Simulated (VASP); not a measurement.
InF (zincblende type): single point with PBE

InF (zincblende type):

```
In F
1.0
     0.00000    3.00449    3.00449
     3.00449    0.00000    3.00449
     3.00449    3.00449    0.00000
In F
1 1
Direct
  0.00000 0.00000 0.00000
  0.25000 0.25000 0.25000
```

```json
{"Program": "VASP 6.6.1", "Task": "single point", "Functional": "PBE", "Potentials or basis": "VASP PAW PBE potentials, release 64 (In_d, F)", "Cutoff": "520 eV", "k mesh": "13 × 13 × 13", "Occupations": "fermi-dirac, width 0.05 eV", "Spin": "no spin polarisation"}
```

```
Pressure               : -0.1 GPa
Band gap on the k mesh : 1.92 eV, direct
```

Levels at points of the mesh, in eV from the valence-band top:
| k point | band 7 | band 8 | band 9 | band 10 | band 11 | band 12 | band 13 | band 14 |
| --- | --- | --- | --- | --- | --- | --- | --- | --- |
| (0.00, 0.00, 0.00) | -3.78 | -3.37 | -3.37 | -3.37 | 6.40 | 6.40 | 6.40 | 9.67 |

Run time: 96 s on 1 thread of AMD EPYC 7R43 64-Core Processor (Zen 3), on a shared host, peak memory 0.18 GiB.

Caveat: spin-orbit coupling is left out, which moves the levels of the heavy elements. A k mesh can miss the band edges.
